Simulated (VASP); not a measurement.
O, 1 atom in the cell. The structure is tetragonal, space group P4/mmm (No. 123). The conventional cell has a = 1.776 Å, b = 1.776 Å, c = 3.053 Å, α = 90.00°, β = 90.00°, γ = 90.00°. O (site symmetry 4/mmm) has 4 O at 1.78 Å within 2.4 Å. 

* Program: VASP 6.6.1
* Task: single point
* Functional: r2SCAN
* Dispersion: D3(BJ)
* Potentials or basis: VASP PAW PBE potentials, release 64 (O)
* Cutoff: 520 eV
* k mesh: 16 × 16 × 9
* Occupations: methfessel-paxton, width 0.02 eV
* Spin: no spin polarisation
* Dipole correction: no
* Further INCAR settings: ALGO = Normal; EDIFF = 1e-06; NBANDS = 9

Potentials or basis: VASP PAW PBE potentials, release 64 (O).

Launch:

```bash
$ cat potpaw_PBE.64/O/POTCAR > POTCAR
$ cp INCAR.step1 INCAR
$ mpirun -np 1 vasp_std > vasp.out
$ cp INCAR.step2 INCAR
$ mpirun -np 1 vasp_std > vasp.out
```

Hardware: 1 thread of Intel(R) Xeon(R) Platinum 8124M CPU @ 3.00GHz (Skylake/Cascade Lake), with other jobs on the host.

**Question.** How long does it take, and how much memory?

**Answer.** Run time: 52 s on 1 thread of Intel(R) Xeon(R) Platinum 8124M CPU @ 3.00GHz (Skylake/Cascade Lake), on a shared host, peak memory 0.13 GiB. Counts: k points 225.
